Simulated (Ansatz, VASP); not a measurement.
**KBr: VASP beside Ansatz**

Contents of INCAR:

```
SYSTEM = KBr
PREC = Accurate
ENCUT = 500
EDIFF = 1E-6
ISMEAR = 0
SIGMA = 0.01
LREAL = .False.
LASPH = .True.
NELM = 120
ALGO = Normal
ISIF = 2
LWAVE = .False.
LCHARG = .False.
GGA = PE
NBANDS = 15
GGA_COMPAT = .False.
```

The input KPOINTS:

```
regular mesh
0
Gamma
  2 2 2
  0 0 0
```

The input POSCAR:

```
KBr
1.0
    0.0000000000      3.3022478341      3.3022478341
    3.3022478341      0.0000000000      3.3022478341
    3.3022478341      3.3022478341      0.0000000000
K Br
1 1
Direct
    0.0000000000      0.0000000000      0.0000000000
    0.5000000000      0.5000000000      0.5000000000
```

Input for Ansatz:

```yaml
crystal:
  lattice:
    - [0.0, 3.3022478341, 3.3022478341]
    - [3.3022478341, 0.0, 3.3022478341]
    - [3.3022478341, 3.3022478341, 0.0]
  atoms:
    - { symbol: K, position: [0.0, 0.0, 0.0] }
    - { symbol: Br, position: [0.5, 0.5, 0.5] }
kpoints:
  mp_grid: { grid: [2, 2, 2] }
hamiltonian:
  xc: pbe
scf:
  occupations: { method: fixed }
  n_extra_bands: 4
output:
  forces: true
  stress: true
  eigenvalues: true
```

Alike in both runs: task single point; functional PBE; k mesh 2 × 2 × 2; no spin polarisation.

```csv
,VASP,Ansatz
version,VASP 6.6.1,Ansatz 0.2.0
potentials or method,"VASP PAW PBE potentials, release 64 (K_sv, Br)",plane waves
plane-wave cutoff (eV),500,420
occupations,"gaussian, width 0.01 eV",fixed
valence electrons in the cell,16,16
```

VASP gave:

| Item | Value |
| --- | --- |
| gap on the k mesh at the Fermi level (eV) | 4.39 |
| pressure (GPa) | 1.3 |

Problem. Which values does Ansatz return?

Solution. gap on the k mesh at the Fermi level (eV): 4.39; pressure (GPa): 1.2.

The k mesh is coarse, so the values compare programs but aren't converged.
